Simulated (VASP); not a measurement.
A run of VASP 6.6.1:

The input INCAR:

```
PREC = Accurate ; ENCUT = 520
EDIFF = 1E-6 ; ISMEAR = 0
SIGMA = 0.1 ; LREAL = F
LASPH = T ; NELM = 60
ALGO = Fast ; ISIF = 2
LWAVE = F ; LCHARG = T
GGA = PE ; LELF = T
LVHAR = T ; NBANDS = 30
```

KPOINTS

```
regular mesh
0
Gamma
  4 4 4
```

POSCAR

```
AlW3
1.0
    4.0391683900      0.0000000000      0.0000000000
    0.0000000000      4.0391683900      0.0000000000
    0.0000000000      0.0000000000      3.9206775800
Al W
1 3
Direct
    0.0000000000      0.0000000000      0.0000000000
    0.5000000000      0.5000000000      0.0000000000
    0.5000000000      0.0000000000      0.5000000000
    0.0000000000      0.5000000000      0.5000000000
```

Potentials or basis: VASP PAW PBE potentials, release 64 (Al, W_sv).

Command:

```sh
$ cat potpaw_PBE.64/Al/POTCAR potpaw_PBE.64/W_sv/POTCAR > POTCAR
$ mpirun -np 1 vasp_std > vasp.out
```

Hardware: 1 thread of AMD EPYC 7R13, with other jobs on the host.

**Question.** How long does it take, and how much memory?

**Answer.** Wall time 87 s on 1 thread of AMD EPYC 7R13, on a shared host, peak memory 0.15 GiB. Counts: scf iterations 15, k points 18.
